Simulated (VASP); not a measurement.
# Ga3Cu: single point with LDA

Crystal: Ga3Cu.

```
CELL_PARAMETERS angstrom
3.99914 0.00000 0.00000
0.00000 3.99914 0.00000
0.00000 0.00000 3.99914
ATOMIC_POSITIONS crystal
Ga 0.00000 0.50000 0.50000
Ga 0.50000 0.00000 0.50000
Ga 0.50000 0.50000 0.00000
Cu 0.00000 0.00000 0.00000
```

* Program: VASP 6.6.1
* Task: single point
* Functional: LDA
* Potentials or basis: VASP PAW LDA potentials, release 64 (Ga_d, Cu)
* Cutoff: 520 eV
* k mesh: 6 × 6 × 6
* Occupations: methfessel-paxton, width 0.02 eV
* Spin: no spin polarisation

The pressure is -4.5 GPa. The band gap on the k mesh is zero (band 25 reaches 8.76 eV, above the bottom of band 26 at 4.32 eV).

Levels at points of the mesh, in eV from the Fermi level:
```tsv
k point	band 22	band 23	band 24	band 25	band 26	band 27	band 28	band 29
(0.00, 0.00, 0.00)	-2.18	-2.18	-2.18	-0.58	-0.58	1.02	5.90	5.90
(0.50, 0.00, 0.00)	-2.86	-0.61	0.65	0.65	1.11	1.11	1.98	2.45
(0.50, 0.50, 0.00)	-2.86	-2.71	-2.54	2.43	2.80	3.41	3.41	3.48
(0.50, 0.50, 0.50)	-3.56	-2.83	-2.83	-2.01	-2.01	-2.01	-1.09	11.45
```

Run time: 46 s on 1 thread of Intel(R) Xeon(R) Platinum 8259CL CPU @ 2.50GHz (Skylake/Cascade Lake) (shared host), peak memory 0.17 GiB.
